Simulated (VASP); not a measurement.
LiF: single point with PBE

Crystal: LiF.

```
Li F
1.0
     2.55953    0.00000    0.00000
     0.00000    2.55953    0.00000
     0.00000    0.00000    2.55953
Li F
1 1
Direct
  0.99643 0.97750 0.94601
  0.50000 0.50000 0.50000
```

This cell differs from its parent crystal: one atom moved.

* Program: VASP 6.6.1
* Task: single point
* Functional: PBE
* Potentials or basis: VASP PAW PBE potentials, release 64 (Li_sv, F)
* Cutoff: 520 eV
* k mesh: 10 × 10 × 10
* Occupations: gaussian, width 0.02 eV
* Spin: no spin polarisation

```
Largest force          : 0.045 eV/Å
Band gap on the k mesh : 7.49 eV, indirect (least direct gap 8.15 eV)
```

Forces on the atoms (eV/Å):
```
Li  -0.002 -0.013 -0.043
F    0.002  0.013  0.043
```

Levels at points of the mesh, in eV from the valence-band top:
| k point | band 1 | band 2 | band 3 | band 4 | band 5 | band 6 | band 7 | band 8 | band 9 | band 10 |
| --- | --- | --- | --- | --- | --- | --- | --- | --- | --- | --- |
| (0.00, 0.00, 0.00) | -42.82 | -20.80 | -0.69 | -0.68 | -0.65 | 7.49 | 18.49 | 18.79 | 20.96 | 21.06 |
| (0.50, 0.00, 0.00) | -42.78 | -20.34 | -3.67 | -0.29 | -0.28 | 9.19 | 13.89 | 20.31 | 20.58 | 24.09 |
| (0.00, 0.50, 0.00) | -42.78 | -20.34 | -3.67 | -0.29 | -0.28 | 9.17 | 13.92 | 20.29 | 20.57 | 24.06 |
| (0.00, 0.00, 0.50) | -42.78 | -20.34 | -3.67 | -0.30 | -0.29 | 9.12 | 14.07 | 20.36 | 20.41 | 23.96 |
| (0.50, 0.50, 0.00) | -42.74 | -19.82 | -3.26 | -3.25 | 0.00 | 13.07 | 13.72 | 14.05 | 19.43 | 23.85 |
| (0.00, 0.50, 0.50) | -42.74 | -19.82 | -3.23 | -3.21 | -0.02 | 12.38 | 13.69 | 14.78 | 19.32 | 23.80 |
| (0.50, 0.00, 0.50) | -42.74 | -19.82 | -3.23 | -3.22 | -0.01 | 12.45 | 13.71 | 14.67 | 19.34 | 23.81 |
| (0.50, 0.50, 0.50) | -42.70 | -19.39 | -2.28 | -2.28 | -2.24 | 11.15 | 11.23 | 11.24 | 24.02 | 24.05 |

Wall time 46 s on 1 thread of Intel(R) Xeon(R) Platinum 8259CL CPU @ 2.50GHz (Skylake/Cascade Lake), on a shared host, peak memory 0.19 GiB.

Caveat: the cell differs from its parent crystal (one atom moved). A k mesh can miss the band edges.
